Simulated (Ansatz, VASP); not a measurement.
# One calculation of Sr, two programs

Contents of INCAR:

```
PREC     = Accurate       # precision mode
ENCUT    = 520            # plane-wave cutoff, eV
EDIFF    = 1E-7           # SCF threshold, eV
ISMEAR   = 0              # smearing method
SIGMA    = 0.15           # smearing width, eV
LREAL    = F              # projectors in reciprocal space
LASPH    = T              # aspherical terms in the spheres
NELM     = 60             # most SCF steps
ALGO     = Normal         # electronic algorithm
ISIF     = 2              # what is computed and relaxed
LWAVE    = F              # write WAVECAR
LCHARG   = F              # write CHGCAR
GGA      = PE             # functional
NBANDS   = 11             # bands
```

File KPOINTS:

```
Automatic mesh
0
Gamma
  14 14 14
```

Contents of POSCAR:

```
Sr
1.0
    0.0000000000      2.9662912500      2.8902325000
    2.9662912500      0.0000000000      2.8902325000
    2.9662912500      2.9662912500      0.0000000000
Sr
1
Direct
    0.0000000000      0.0000000000      0.0000000000
```

Input for Ansatz:

```yaml
crystal:
  lattice:
    - [0.0, 2.96629125, 2.8902325]
    - [2.96629125, 0.0, 2.8902325]
    - [2.96629125, 2.96629125, 0.0]
  atoms:
    - { symbol: Sr, position: [0.0, 0.0, 0.0] }
basis:
  ecutwfc: 420
kpoints:
  mp_grid: { grid: [14, 14, 14] }
hamiltonian:
  xc: pbe
scf:
  occupations: { method: gaussian, width: 0.15 }
output:
  forces: true
  stress: true
  eigenvalues: true
```

Change from the starting cell: strain -0.025 along x and y, -0.050 along z, atoms carried along.

Alike in both runs: task single point; functional PBE; k mesh 14 × 14 × 14; occupations gaussian, width 0.15 eV; no spin polarisation.

|  | VASP | Ansatz |
| --- | --- | --- |
| version | VASP 6.6.1 | Ansatz 0.2.0 |
| potentials or method | VASP PAW PBE potentials, release 64 (Sr_sv), cutoff 520 eV | scalar-relativistic, plane waves, PAW |
| valence electrons in the cell | 10 | 10 |

|  | VASP | Ansatz | Ansatz less VASP |
| --- | --- | --- | --- |
| gap on the k mesh at the Fermi level (eV) | none | none | - |
| pressure (GPa) | 1.0 | 1.0 | -0.01 |
| traceless stress, the component that is largest in VASP (GPa) | 0.07 | 0.07 | +0.001 |

A gap of «none» marks a metal or a gap that the smearing closes.
